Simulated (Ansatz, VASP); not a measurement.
# SiNi3: VASP beside Ansatz

Contents of INCAR:

```
PREC = Accurate
ENCUT = 520
EDIFF = 1E-6
ISMEAR = 0
SIGMA = 0.15
LREAL = False
LASPH = True
NELM = 60
ALGO = Fast
ISIF = 2
LWAVE = False
LCHARG = False
GGA = PE
NBANDS = 25
```

The input KPOINTS:

```
regular mesh
0
Gamma
  14 14 14
```

Contents of POSCAR:

```
SiNi3
1.0
    3.5062596291      0.0000000000      0.0262969472
    0.0000000000      3.5062596291      0.0000000000
    0.0262969472      0.0000000000      3.5062596291
Si Ni
1 3
Direct
    0.0000000000      0.0000000000      0.0000000000
    0.0000000000      0.5000000000      0.5000000000
    0.5000000000      0.0000000000      0.5000000000
    0.5000000000      0.5000000000      0.0000000000
```

Input for Ansatz:

```yaml
crystal:
  lattice:
    - [3.5062596291, 0.0, 0.0262969472]
    - [0.0, 3.5062596291, 0.0]
    - [0.0262969472, 0.0, 3.5062596291]
  atoms:
    - { symbol: Si, position: [0.0, 0.0, 0.0] }
    - { symbol: Ni, position: [0.0, 0.5, 0.5] }
    - { symbol: Ni, position: [0.5, 0.0, 0.5] }
    - { symbol: Ni, position: [0.5, 0.5, 0.0] }
basis:
  ecutwfc: 420
kpoints:
  mp_grid: { grid: [14, 14, 14] }
hamiltonian:
  xc: pbe
scf:
  occupations: { method: gaussian, width: 0.15 }
output:
  forces: true
  stress: true
  eigenvalues: true
```

Change from the starting cell: strain +0.0150 x Voigt [0, 0, 0, 0, 1, 0], atoms carried along.

Alike in both runs: task single point; functional PBE; k mesh 14 × 14 × 14; occupations gaussian, width 0.15 eV; no spin polarisation.

```csv
,VASP,Ansatz
version,VASP 6.6.1,Ansatz 0.2.0
potentials or method,"VASP PAW PBE potentials, release 64 (Si, Ni), cutoff 520 eV","scalar-relativistic, plane waves, PAW"
valence electrons in the cell,34,58
```

Ansatz gave:

```
gap on the k mesh at the Fermi level (eV)                     : none
pressure (GPa)                                                : 0.1
traceless stress, the component that is largest in VASP (GPa) : -1.96
```

Estimate VASP's values.

gap on the k mesh at the Fermi level (eV): none; pressure (GPa): 0.2; traceless stress, the component that is largest in VASP (GPa): -1.95.

A gap of «none» marks a metal or a gap that the smearing closes. VASP's potentials hold 34 valence electrons a cell and Ansatz's 58, so a difference there can come from the potentials and not from the codes.
